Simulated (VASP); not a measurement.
# HC18F in VASP: a series of runs

The runs below take HC18F through single point, with PBE+D3(BJ).

Everything below comes from runs of VASP 6.6.1. Logs are shortened: lines on timing, memory, paths and dates and some standing lists are left out, and cuts for length are marked.

## 1. The cell of the first run

The cell holds a slab with vacuum, 20 atoms: a = 7.398 Å, b = 7.398 Å, c = 12.000 Å, α = 90.00°, β = 90.00°, γ = 120.00°.

## 2. Single point, PBE+D3(BJ)

INCAR

```
PREC = Accurate ; ENCUT = 520
EDIFF = 1E-6 ; ISMEAR = 0
SIGMA = 0.05 ; LREAL = Auto
LASPH = True ; NELM = 100
ALGO = Normal ; ISIF = 2
LWAVE = False ; LCHARG = False
GGA = PE ; IVDW = 12
NBANDS = 56
```

KPOINTS

```
Automatic mesh
0
Gamma
  2 2 1
```

POSCAR

```
HC18F
1.0
    7.3980000000      0.0000000000      0.0000000000
   -3.6990000000      6.4068560000      0.0000000000
    0.0000000000      0.0000000000     12.0000000000
C F H
18 1 1
Direct
    0.0091760733      0.0029864827      0.0777996721
    0.2311914874      0.1140338637      0.0778147353
    0.0079189006      0.3373460052      0.0781307680
    0.2328450264      0.4498935236      0.0778040711
    0.0102624989      0.6722684164      0.0778313167
    0.2301975905      0.7820995587      0.0777631138
    0.3411502857      0.0040389415      0.0777738825
    0.5657204762      0.1163537999      0.0776422270
    0.3436039730      0.3386906952      0.0777825663
    0.5635054653      0.4487780613      0.0777691195
    0.3425641714      0.6698190839      0.0777296561
    0.5645251487      0.7806830270      0.0777156851
    0.6767478390      0.0052477729      0.0776425865
    0.8966728230      0.1149847634      0.0777733250
    0.6755694320      0.3363606753      0.0777297952
    0.8976719045      0.4475750548      0.0779343336
    0.6744878740      0.6707100749      0.0777982203
    0.8990577977      0.7830415962      0.0778130433
   -0.0438080074      0.3386249940      0.3381211729
   -0.0363059602      0.3438524093      0.2599634097
```

Potentials or basis: VASP PAW PBE potentials, release 64 (C, F, H).

On the command line:

```sh
cat potpaw_PBE.64/C/POTCAR potpaw_PBE.64/F/POTCAR potpaw_PBE.64/H/POTCAR > POTCAR
mpirun -np 1 vasp_std > vasp.out
```

OUTCAR:

```text
PREC = Accurate
   ENCUT = 520
   EDIFF = 1E-6
   ISMEAR = 0
   LREAL = Auto
   LASPH = True
   NELM = 100
   ISIF = 2
   GGA = PE
   IVDW = 12
 IVDW          = 12

 ion  position               nearest neighbor table
   1  0.009  0.003  0.078-  18 1.41   2 1.42  14 1.44
   2  0.231  0.114  0.078-   7 1.41   1 1.42   9 1.44
   3  0.008  0.337  0.078-  16 1.41  14 1.42   4 1.44
   4  0.233  0.450  0.078-  11 1.41   9 1.42   3 1.44
   5  0.010  0.672  0.078-   6 1.41  18 1.42  16 1.44
   6  0.230  0.782  0.078-   5 1.41   7 1.42  11 1.44
[... 10 lines left out ...]
  17  0.674  0.671  0.078-  12 1.41  10 1.42  18 1.44
  18  0.899  0.783  0.078-   1 1.41   5 1.42  17 1.44
  19  0.956  0.339  0.338-  20 0.94
  20  0.964  0.344  0.260-  19 0.94

  LATTYP: Found a hexagonal cell.
 ALAT       =     7.3980000000
 C/A-ratio  =     1.6220600162

  Lattice vectors:

 A1 = (   7.3980000000,   0.0000000000,   0.0000000000)
 A2 = (  -3.6990000000,   6.4068560000,   0.0000000000)
 A3 = (   0.0000000000,   0.0000000000,  12.0000000000)

Analysis of symmetry for initial positions (statically):
=====================================================================
 Subroutine PRICEL returns:
 Original cell was already a primitive cell.

 Routine SETGRP: Setting up the symmetry group for a
 hexagonal supercell.

 Subroutine GETGRP returns: Found  1 space group operations
 (whereof  1 operations were pure point group operations)
 out of a pool of 24 trial point group operations.

The static configuration has the point symmetry C_1 .

Analysis of symmetry for dynamics (positions and initial velocities):
=====================================================================
 Subroutine PRICEL returns:
 Original cell was already a primitive cell.

 Routine SETGRP: Setting up the symmetry group for a
 hexagonal supercell.

 Subroutine GETGRP returns: Found  1 space group operations
 (whereof  1 operations were pure point group operations)
 out of a pool of 24 trial point group operations.

The dynamic configuration has the point symmetry C_1 .

 Subroutine INISYM returns: Found  1 space group operations
 (whereof  1 operations are pure point group operations),
 and found     1 'primitive' translations

----------------------------------------------------------------------------------------

                                     Primitive cell

  volume of cell :     568.7750

  direct lattice vectors                    reciprocal lattice vectors
     7.398000000  0.000000000  0.000000000     0.135171668  0.078041398  0.000000000
    -3.699000000  6.406856000  0.000000000     0.000000000  0.156082796  0.000000000
     0.000000000  0.000000000 12.000000000     0.000000000  0.000000000  0.083333333

  length of vectors
     7.398000000  7.398000054 12.000000000     0.156082797  0.156082796  0.083333333

  position of ions in fractional coordinates (direct lattice)
     0.009176073  0.002986483  0.077799672
     0.231191487  0.114033864  0.077814735
     0.007918901  0.337346005  0.078130768
     0.232845026  0.449893524  0.077804071
     0.010262499  0.672268416  0.077831317
     0.230197590  0.782099559  0.077763114
[... 12 lines left out ...]
     0.956191993  0.338624994  0.338121173
     0.963694040  0.343852409  0.259963410

  ion indices of the primitive-cell ions
   primitive index   ion index
                 1           1
                 2           2
                 3           3
                 4           4
                 5           5
                 6           6
[... 12 lines left out ...]
                19          19
                20          20

----------------------------------------------------------------------------------------

 KPOINTS: Automatic mesh

Automatic generation of k-mesh.
 Grid dimensions read from file:
 generate k-points for:    2    2    1

 Generating k-lattice:

  Cartesian coordinates                     Fractional coordinates (reciprocal lattice)
     0.067585834  0.039020699  0.000000000     0.500000000  0.000000000  0.000000000
     0.000000000  0.078041398  0.000000000     0.000000000  0.500000000  0.000000000
     0.000000000  0.000000000  0.083333333     0.000000000  0.000000000  1.000000000

  Length of vectors
     0.078041399  0.078041398  0.083333333

  Shift w.r.t. Gamma in fractional coordinates (k-lattice)
     0.000000000  0.000000000  0.000000000

 Subroutine IBZKPT returns following result:
 ===========================================

 Found      4 irreducible k-points:

 Following reciprocal coordinates:
            Coordinates               Weight
  0.000000  0.000000  0.000000      1.000000
  0.500000  0.000000  0.000000      1.000000
  0.000000  0.500000  0.000000      1.000000
  0.500000  0.500000  0.000000      1.000000
   k-points           NKPTS =      4   k-points in BZ     NKDIM =      4   number of bands    NBANDS=     56
   number of dos      NEDOS =    301   number of ions     NIONS =     20
   total plane-waves  NPLWV = 282240
   dimension x,y,z NGX =    56 NGY =   56 NGZ =   90
   dimension x,y,z NGXF=   112 NGYF=  112 NGZF=  180
   ions per type =              18   1   1
   NGX,Y,Z   is equivalent  to a cutoff of  12.58, 12.58, 12.47 a.u.
   NGXF,Y,Z  is equivalent  to a cutoff of  25.17, 25.17, 24.94 a.u.
 SYSTEM =  unknown system
   PREC   = accura    normal or accurate (medium, high low for compatibility)
   ISTART =      0    job   : 0-new  1-cont  2-samecut
   ICHARG =      2    charge: 1-file 2-atom 10-const
   ISPIN  =      1    spin polarized calculation?
   LNONCOLLINEAR =      F non collinear calculations
   LSORBIT =      F    spin-orbit coupling
   LASPH  =      T    aspherical Exc in radial PAW
   ENCUT  =  520.0 eV  38.22 Ry    6.18 a.u.  13.76 13.76 22.31*2*pi/ulx,y,z
   NELM   =    100;   NELMIN=  2; NELMDL= -5     # of ELM steps
   EDIFF  = 0.1E-05   stopping-criterion for ELM
   LREAL  =      T    real-space projection
   EDIFFG = 0.1E-04   stopping-criterion for IOM
   NSW    =      0    number of steps for IOM
   IBRION =     -1    ionic relax: 0-MD 1-quasi-New 2-CG
   NFREE  =      0    steps in history (QN), initial steepest desc. (CG)
   ISIF   =      2    stress and relaxation
   ISYM   =      2    0-nonsym 1-usesym 2-fastsym
   POTIM  = 0.5000    time-step for ionic-motion
   TEBEG  =    0.0;   TEEND  =   0.0 temperature during run
   PSTRESS=    0.0 pullay stress
   NELECT =      80.0000    total number of electrons
   NUPDOWN=      -1.0000    fix difference up-down
   EMIN   =  10.00;   EMAX   =-10.00  energy-range for DOS
   EFERMI =   0.00;   METHOD = LEGACY
   ISMEAR =     0;   SIGMA  =   0.05  broadening in eV -4-tet -1-fermi 0-gaus
   EFERMI_NEDOS =   21; number of points for ismear=-14 and -15
   IALGO  =     38    algorithm
   IMIX   =      4    mixing-type and parameters
     AMIX     =   0.40;   BMIX     =  1.00
     AMIX_MAG =   1.60;   BMIX_MAG =  1.00
  volume/ion in A,a.u.               =      28.44       191.91
  Fermi-wavevector in a.u.,A,eV,Ry     =   0.851382  1.608879  9.862209  0.724852
  Thomas-Fermi vector in A             =   1.967507
   LORBIT       =      0    0 simple, 1 ext, 2 COOP (PROOUT), +10 PAW based schemes
   GGA     = PE    functional components
   LHFCALC =     F    Hartree Fock is set to
   AEXX    =    0.0000 exact exchange contribution
   IVDW    =    12    specifies the selected vdW correction
   LEPSILON=     F    determine dielectric tensor
   LRPA    =     F    only Hartree local field effects (RPA)
 non-spin polarized calculation
 Gauss-broadening in eV      SIGMA  =   0.05
  energy-cutoff  :      520.00
  volume of cell :      568.78
 maximum number of plane-waves:     15363
 NGX is ok and might be reduce to    56
   NGX = 27   NGY = 27   NGZ = 45

 number of electron      79.9999995 magnetization

 Free energy of the ion-electron system (eV)
  ---------------------------------------------------
  ext. energy  EPLUGINS =         0.00000000
  ---------------------------------------------------
  free energy    TOTEN  =      -173.56689090 eV

  energy without entropy =     -173.56646756  energy(sigma->0) =     -173.56667923

 E-fermi :  -2.0551     XC(G=0):  -3.9501

 val. band max:       -2.1489926816   @ k =   0.0000   0.0000   0.0000
 cond. band min:      -1.9607637768   @ k =   0.0000   0.0000   0.0000
 fundamental gap:      0.1882289047
 Fermi energy:        -2.0551119681

 k-point     1 :       0.0000    0.0000    0.0000
  band No.  band energies     occupation
      1     -26.9628      2.00000
      2     -21.5796      2.00000
      3     -19.0982      2.00000
      4     -19.0527      2.00000
      5     -19.0033      2.00000
      6     -18.9752      2.00000
[... 44 lines left out ...]
     51       3.5266      0.00000
     52       4.2944      0.00000

 k-point     2 :       0.5000    0.0000    0.0000
  band No.  band energies     occupation
      1     -26.9628      2.00000
      2     -20.9439      2.00000
      3     -20.9075      2.00000
      4     -19.6803      2.00000
      5     -19.5841      2.00000
      6     -17.2011      2.00000
[... 44 lines left out ...]
     51       4.1126      0.00000
     52       4.2707      0.00000

 k-point     3 :       0.0000    0.5000    0.0000
  band No.  band energies     occupation
      1     -26.9628      2.00000
      2     -20.9436      2.00000
      3     -20.9077      2.00000
      4     -19.6781      2.00000
      5     -19.5865      2.00000
      6     -17.1969      2.00000
[... 44 lines left out ...]
     51       4.1107      0.00000
     52       4.2627      0.00000

 k-point     4 :       0.5000    0.5000    0.0000
  band No.  band energies     occupation
      1     -26.9628      2.00000
      2     -20.9438      2.00000
      3     -20.9076      2.00000
      4     -19.6717      2.00000
      5     -19.5934      2.00000
      6     -17.1877      2.00000
[... 44 lines left out ...]
     51       4.1082      0.00000
     52       4.2494      0.00000
 [bands above 52 left out]

------------------------ aborting loop because EDIFF is reached ----------------------------------------

 Edisp (eV)   -1.69685

 E8    (eV) :    -0.5216

  FORCE on cell =-STRESS in cart. coord.  units (eV):
  Direction    XX          YY          ZZ          XY          YZ          ZX
  --------------------------------------------------------------------------------------
  -------------------------------------------------------------------------------------
  Total       1.16005     1.17591     0.06854    -0.02673    -0.00611    -0.01335
  in kB       3.26774     3.31240     0.19306    -0.07530    -0.01720    -0.03760
  external pressure =        2.26 kB  Pullay stress =        0.00 kB

 VOLUME and BASIS-vectors are now :
 -----------------------------------------------------------------------------
  energy-cutoff  :      520.00
  volume of cell :      568.78
      direct lattice vectors                 reciprocal lattice vectors
     7.398000000  0.000000000  0.000000000     0.135171668  0.078041398  0.000000000
    -3.699000000  6.406856000  0.000000000     0.000000000  0.156082796  0.000000000
     0.000000000  0.000000000 12.000000000     0.000000000  0.000000000  0.083333333

 POSITION                                       TOTAL-FORCE (eV/Angst)
 -----------------------------------------------------------------------------------
      0.05684      0.01913      0.93360        -0.008994      0.003132     -0.000197
      1.28854      0.73060      0.93378        -0.000269      0.003094     -0.000799
     -1.18926      2.16133      0.93757         0.003812     -0.002315      0.003752
      0.05843      2.88240      0.93365        -0.001277      0.001988     -0.000056
     -2.41080      4.30713      0.93398        -0.000037      0.001803     -0.000146
     -1.18998      5.01080      0.93316         0.003720     -0.013819     -0.000451
[... 12 lines left out ...]
      5.82133      2.16952      4.05745        -0.013043     -0.010063      0.300843
      5.85750      2.20301      3.11956         0.010605      0.010946     -0.305060
 -----------------------------------------------------------------------------------
    total drift:                                0.013780      0.018975     -0.001139

  FREE ENERGIE OF THE ION-ELECTRON SYSTEM (eV)
  ---------------------------------------------------
  free  energy   TOTEN  =      -175.2637434203 eV

  energy  without entropy=     -175.2633200795  energy(sigma->0) =     -175.26353175
```

It took 5.3 min on 1 thread of Intel Xeon Platinum 8259CL at 2.50GHz (Skylake/Cascade Lake), shared host; peak memory 0.6 GiB.

What came out:

```yaml
Free_energy: -175.2637 eV
Largest_force: 0.305 eV/Å
Band_gap_on_the_k_mesh: 0.19 eV
Dispersion_energy_per_atom: -0.085 eV
```

Forces in eV/Å, atoms in the order of the input:
```
C   -0.009  0.003  0.000
C    0.000  0.003 -0.001
C    0.004 -0.002  0.004
C   -0.001  0.002  0.000
C    0.000  0.002  0.000
C    0.004 -0.014  0.000
C    0.003  0.010  0.000
C    0.002  0.000  0.003
C    0.007 -0.012  0.000
C    0.004  0.002  0.000
C    0.002  0.001  0.000
C    0.001  0.003  0.000
C    0.001 -0.006  0.001
C    0.003 -0.008  0.000
C   -0.010 -0.002 -0.001
C    0.002  0.014  0.000
C    0.004  0.007  0.001
C   -0.013 -0.002  0.000
F   -0.013 -0.010  0.301
H    0.011  0.011 -0.305
```

Caveat: the k points lie up to 0.49 Å⁻¹ apart; there is no dipole correction, which matters where the two faces differ.

## 3. Single point, PBE+D3(BJ)

INCAR

```
PREC     = Accurate       # precision mode
ENCUT    = 520            # plane-wave cutoff, eV
EDIFF    = 1E-6           # SCF threshold, eV
ISMEAR   = 0              # smearing method
SIGMA    = 0.05           # smearing width, eV
LREAL    = Auto         
LASPH    = T              # aspherical terms in the spheres
NELM     = 60             # most SCF steps
ALGO     = Normal         # electronic algorithm
ISIF     = 2              # what is computed and relaxed
LWAVE    = F              # write WAVECAR
LCHARG   = F              # write CHGCAR
GGA      = PE             # functional
IVDW     = 12             # dispersion correction
NBANDS   = 56             # bands
```

KPOINTS

```
regular mesh
0
Gamma
  2 2 1
```

POSCAR

```
HC18F
1.0
    7.3980000000      0.0000000000      0.0000000000
   -3.6990000000      6.4068560000      0.0000000000
    0.0000000000      0.0000000000     12.0000000000
C F H
18 1 1
Direct
    0.0091761314      0.0029864882      0.0777996667
    0.2311914741      0.1140339349      0.0778147500
    0.0079188582      0.3373459619      0.0781307500
    0.2328449759      0.4498935203      0.0778040833
    0.0102624910      0.6722684262      0.0778313333
    0.2301975025      0.7820995196      0.0777630833
    0.3411503234      0.0040389545      0.0777739167
    0.5657204220      0.1163537935      0.0776422500
    0.3436039690      0.3386907713      0.0777825833
    0.5635053811      0.4487779966      0.0777690833
    0.3425641458      0.6698190189      0.0777296667
    0.5645252324      0.7806830683      0.0777156667
    0.6767478603      0.0052478158      0.0776425833
    0.8966728498      0.1149847913      0.0777733333
    0.6755693297      0.3363606112      0.0777298333
    0.8976719615      0.4475750665      0.0779343333
    0.6744879215      0.6707100956      0.0777982500
    0.8990578547      0.7830416354      0.0778130000
   -0.0438079078      0.3386250604      0.3381211667
   -0.0363060103      0.3438524293      0.2599634167
```

Potentials or basis: VASP PAW PBE potentials, release 64 (C, F, H).

On the command line:

```sh
cat potpaw_PBE.64/C/POTCAR potpaw_PBE.64/F/POTCAR potpaw_PBE.64/H/POTCAR > POTCAR
mpirun -np 1 vasp_std > vasp.out
```

Run time: 5.4 min. Hardware: 1 thread of Intel Xeon Platinum 8259CL at 2.50GHz (Skylake/Cascade Lake), shared host; peak memory 0.59 GiB.

The run converged. Its results:

- Free energy: -175.2637 eV
- Largest force: 0.305 eV/Å
- Band gap on the k mesh: 0.19 eV
- Dispersion energy per atom: -0.085 eV

Forces in eV/Å, atoms in the order of the input:
```
C   -0.009  0.003  0.000
C    0.000  0.003 -0.001
C    0.004 -0.002  0.004
C   -0.001  0.002  0.000
C    0.000  0.002  0.000
C    0.004 -0.014  0.000
C    0.003  0.010  0.000
C    0.002  0.000  0.003
C    0.007 -0.012  0.000
C    0.004  0.002  0.000
C    0.002  0.001  0.000
C    0.001  0.003  0.000
C    0.001 -0.006  0.001
C    0.003 -0.008  0.000
C   -0.010 -0.002 -0.001
C    0.002  0.014  0.000
C    0.004  0.007  0.001
C   -0.013 -0.003  0.000
F   -0.013 -0.010  0.301
H    0.011  0.011 -0.305
```

Levels at points of the mesh, in eV from the valence-band top:
| k point | band 37 | band 38 | band 39 | band 40 | band 41 | band 42 | band 43 | band 44 |
| --- | --- | --- | --- | --- | --- | --- | --- | --- |
| (0.00, 0.00, 0.00) | -2.95 | -2.95 | -0.05 | 0.00 | 0.19 | 0.22 | 3.49 | 4.71 |
| (0.50, 0.00, 0.00) | -2.57 | -2.53 | -2.50 | -2.26 | 1.77 | 2.55 | 2.58 | 2.62 |
| (0.00, 0.50, 0.00) | -2.58 | -2.53 | -2.51 | -2.26 | 1.77 | 2.53 | 2.59 | 2.64 |
| (0.50, 0.50, 0.00) | -2.58 | -2.55 | -2.52 | -2.26 | 1.76 | 2.53 | 2.58 | 2.64 |

Caveat: the k points lie up to 0.49 Å⁻¹ apart; there is no dipole correction, which matters where the two faces differ.

(Continued in part 2 of 2.)
